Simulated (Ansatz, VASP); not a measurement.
Two plane-wave programs on Ga

```
Ga
1.0
     2.79682    0.00000    0.00000
     0.00000    3.30334    0.00000
    -1.35233    0.00000    4.01670
Ga
2
Direct
  0.13460 0.75000 0.77017
  0.86540 0.25000 0.22983
```

Alike in both runs: task single point; functional r2SCAN; k mesh 10 × 8 × 7; occupations fermi-dirac, width 0.05 eV; no spin polarisation.

|  | VASP | Ansatz |
| --- | --- | --- |
| version | VASP 6.6.1 | Ansatz 0.2.0 |
| potentials or method | VASP PAW PBE potentials, release 64 (Ga_d) | Ansatz PAW |
| plane-wave cutoff (eV) | 520 | 500 |
| valence electrons in the cell | 26 | 26 |

```tsv
	VASP	Ansatz	Ansatz less VASP
gap on the k mesh at the Fermi level (eV)	none	none	-
pressure (GPa)	-1.3	-1.2	+0.01
traceless stress, the component that is largest in VASP (GPa)	-0.66	-0.56	+0.097
rms of the force components (eV/Å)	0.026	0.028	+0.0015
```

VASP's potentials were made for PBE, not for r2SCAN. Atom by atom the forces differ by 0.004 eV/Å (rms over components). A gap of «none» marks a metal or a gap that the smearing closes. The functional is the same, so the differences come from potentials, cutoffs and numerics.
